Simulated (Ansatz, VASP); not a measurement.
SiC in VASP and in Ansatz

```
Si C
1.0
     3.07600    0.00000    0.00000
    -1.53800    2.66389    0.00000
     0.00000    0.00000    5.04800
Si C
2 2
Direct
  0.66667 0.33333 0.50000
  0.33333 0.66667 0.00000
  0.66667 0.33333 0.88500
  0.33333 0.66667 0.38500
```

Alike in both runs: task single point; functional PBE-based screened hybrid with a share of 0.15 of exact exchange and HFSCREEN = 0.2; k mesh 5 × 5 × 3; occupations fermi-dirac, width 0.05 eV; no spin polarisation.

```csv
,VASP,Ansatz
version,VASP 6.6.1,Ansatz 0.2.0
potentials or method,"VASP PAW PBE potentials, release 64 (Si, C)",Ansatz PAW
plane-wave cutoff (eV),520,420
valence electrons in the cell,16,16
```

```csv
,VASP,Ansatz,Ansatz less VASP
gap on the k mesh at the Fermi level (eV),3.38,3.38,0.000
least direct gap on the mesh (eV),4.86,4.86,-0.001
pressure (GPa),0.6,0.8,+0.25
"traceless stress, the component that is largest in VASP (GPa)",-3.32,-3.37,-0.058
rms of the force components (eV/Å),0.434,0.434,-0.0001
```

VASP's potentials were made for PBE, not for PBE-based screened hybrid. Atom by atom the forces differ by 0.000 eV/Å (rms over components). With one functional, cell and mesh, what is left measures potentials, basis and numerics.

The k mesh is coarse, so the values compare programs but aren't converged. Noted on Ansatz's run: odd divisions of the mesh miss points on the zone boundary, where band edges often lie, so the gap on the mesh can be too wide.
